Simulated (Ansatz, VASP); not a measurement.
# KI: VASP beside Ansatz

```
K I
1.0
     0.00000    3.53277    3.53277
     3.53277    0.00000    3.53277
     3.53277    3.53277    0.00000
K I
1 1
Cartesian
  0.0000 0.0000 0.0000
  3.5328 3.5328 3.5328
```

Alike in both runs: task electric field gradients; functional PBEsol; k mesh 10 × 10 × 10; occupations fermi-dirac, width 0.02 eV; no spin polarisation.

|  | VASP | Ansatz |
| --- | --- | --- |
| version | VASP 6.6.1 | Ansatz 0.2.0 |
| potentials or method | VASP PAW PBE potentials, release 64 (K_sv, I) | plane-wave PAW, scalar-relativistic |
| plane-wave cutoff (eV) | 400 | 420 |
| valence electrons in the cell | 16 | 26 |

Ansatz gave:

| Property | Result |
| --- | --- |
| gap on the k mesh at the Fermi level (eV) | 3.82 |
| pressure (GPa) | -0.3 |

Q: What did VASP give for the same quantities?

A: gap on the k mesh at the Fermi level (eV): 3.81; pressure (GPa): -0.3.

VASP's potentials were made for PBE, not for PBEsol, and Ansatz warns of the same on its side. VASP's potentials hold 16 valence electrons a cell and Ansatz's 26, so a difference there can come from the potentials and not from the codes.

Neither program's run includes spin-orbit coupling.
